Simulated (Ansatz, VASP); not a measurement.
# P in VASP and in Ansatz

```
CELL_PARAMETERS angstrom
0.00000 2.75682 2.75682
2.75682 0.00000 2.75682
2.75682 2.75682 0.00000
ATOMIC_POSITIONS crystal
P 0.12500 0.12500 0.12500
P 0.87500 0.87500 0.87500
```

Alike in both runs: task single point; functional PBEsol; k mesh 17 × 17 × 17; occupations fermi-dirac, width 0.1 eV; no spin polarisation.

|  | VASP | Ansatz |
| --- | --- | --- |
| version | VASP 6.6.1 | Ansatz 0.2.0 |
| potentials or method | VASP PAW PBE potentials, release 64 (P), cutoff 520 eV | plane waves (420 eV) with PAW, scalar-relativistic |
| valence electrons in the cell | 10 | 10 |

```csv
,VASP,Ansatz,Ansatz less VASP
pressure (GPa),-3.2,-3.2,-0.08
```

VASP's potentials were made for PBE, not for PBEsol, and Ansatz warns of the same on its side. With one functional, cell and mesh, what is left measures potentials, basis and numerics.
